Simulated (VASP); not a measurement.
SnO:

```
CELL_PARAMETERS angstrom
3.64088 0.00000 0.00000
0.00000 3.64088 0.00000
0.00000 0.00000 4.90556
ATOMIC_POSITIONS crystal
Sn 0.00000 0.50000 0.24417
Sn 0.50000 0.00000 0.75583
O 0.50000 0.50000 0.00000
O 0.00000 0.00000 0.00000
```

This cell differs from its parent crystal: epitaxial xy strain -4.0%.

Base run:

| Property | Result |
| --- | --- |
| Program | VASP 6.6.1 |
| Functional | r2SCAN |
| Potentials or basis | VASP PAW PBE potentials, release 64 (Sn_d, O) |
| Cutoff | 520 eV |
| k mesh | 6 × 6 × 6 |
| Occupations | fermi-dirac, width 0.02 eV |
| Spin | no spin polarisation |

Its results: band gap on the k mesh zero (band 20 reaches 8.67 eV, above the bottom of band 21 at 8.00 eV); pressure 8.1 GPa; largest force 0.146 eV/Å.

Problem. The run is repeated on the same cell with these changes: functional from r2SCAN to PBE. What comes out?

Solution. Band gap on the k mesh zero (band 20 reaches 8.64 eV, above the bottom of band 21 at 7.92 eV); pressure 11.8 GPa; largest force 0.701 eV/Å.

Caveats: spin-orbit coupling is left out, which moves the levels of the heavy elements; the PAW data sets were made with another functional, which shifts forces and pressure a little (some runs).
